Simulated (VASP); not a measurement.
CsCaF3: single point with LDA

CsCaF3:

```
CELL_PARAMETERS angstrom
4.58834 0.00000 0.00000
0.00000 4.58834 0.00000
0.00000 0.00000 4.65615
ATOMIC_POSITIONS crystal
Cs 0.00000 0.00000 0.00000
Ca 0.50000 0.50000 0.50000
F 0.00000 0.50000 0.50000
F 0.50000 0.00000 0.50000
F 0.50000 0.50000 0.00000
```

This cell differs from its parent crystal: strain +0.015 along x and y, +0.030 along z.

| Quantity | Value |
| --- | --- |
| Program | VASP 6.6.1 |
| Task | single point |
| Functional | LDA |
| Potentials or basis | VASP PAW LDA potentials, release 64 (Cs_sv, Ca_sv, F) |
| Cutoff | 520 eV |
| k mesh | 6 × 6 × 6 |
| Occupations | gaussian, width 0.05 eV |
| Spin | no spin polarisation |
| Dipole correction | no |
| Further INCAR settings | ALGO = Normal; EDIFF = 1e-06; NBANDS = 28 |

The pressure is -6.2 GPa and the band gap on the k mesh is 6.43 eV (least direct gap 6.49 eV).

Stress tensor (GPa, compression positive):
```
-5.92  0.00  0.00
 0.00 -5.92  0.00
 0.00  0.00 -6.70
```

Levels at points of the mesh, in eV from the valence-band top:
```tsv
k point	band 16	band 17	band 18	band 19	band 20	band 21	band 22	band 23	band 24	band 25
(0.00, 0.00, 0.00)	-0.35	-0.35	-0.08	-0.06	-0.06	6.43	7.83	7.86	8.15	8.15
(0.50, 0.00, 0.00)	-0.50	-0.42	-0.42	-0.27	-0.26	8.19	8.59	8.83	9.14	9.16
(0.50, 0.50, 0.00)	-0.70	-0.54	-0.16	-0.16	-0.02	8.28	8.67	8.67	8.83	10.32
(0.00, 0.00, 0.50)	-0.52	-0.34	-0.34	-0.28	-0.28	8.16	8.61	8.74	9.11	9.11
(0.50, 0.00, 0.50)	-0.62	-0.57	-0.24	-0.24	-0.02	8.32	8.67	8.71	8.78	10.21
(0.50, 0.50, 0.50)	-0.51	-0.51	-0.01	0.00	0.00	8.53	8.53	8.55	9.59	9.59
```

It took 2.4 min on 1 thread of Intel Xeon 8259CL (shared host), peak memory 0.24 GiB.

Caveat: the cell differs from its parent crystal (strain +0.015 along x and y, +0.030 along z); the cell stands under tension; spin-orbit coupling is left out, which moves the levels of the heavy elements. A k mesh can miss the band edges.
